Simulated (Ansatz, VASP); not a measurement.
**GaAs in VASP and in Ansatz**

```
CELL_PARAMETERS angstrom
0.00000 2.80169 2.80169
2.80169 0.00000 2.80169
2.80169 2.80169 0.00000
ATOMIC_POSITIONS crystal
Ga 0.00000 0.00000 0.00000
As 0.75000 0.75000 0.75000
```

Alike in both runs: task relaxation of cell and atoms; functional LDA; k mesh 12 × 12 × 12; occupations gaussian, width 0.02 eV; no spin polarisation.

|  | VASP | Ansatz |
| --- | --- | --- |
| version | VASP 6.6.1 | Ansatz 0.2.0 |
| potentials or method | VASP PAW LDA potentials, release 64 (Ga_d, As), cutoff 600 eV | scalar-relativistic, plane waves, PAW |
| valence electrons in the cell | 18 | 28 |

```csv
,VASP,Ansatz,Ansatz less VASP
"gap on the k mesh at the Fermi level, each at its own relaxed structure (eV)",0.50,0.49,-0.019
relaxed volume (Å³/atom),22.08,21.99,-0.088
relaxed cell length with the largest relative difference (Å),3.967,3.962,-0.0053
```

LDA's correlation is that of Perdew and Zunger in VASP and of Perdew and Wang (1992) in Ansatz. VASP's potentials hold 18 valence electrons a cell and Ansatz's 28, so a difference there can come from the potentials and not from the codes.
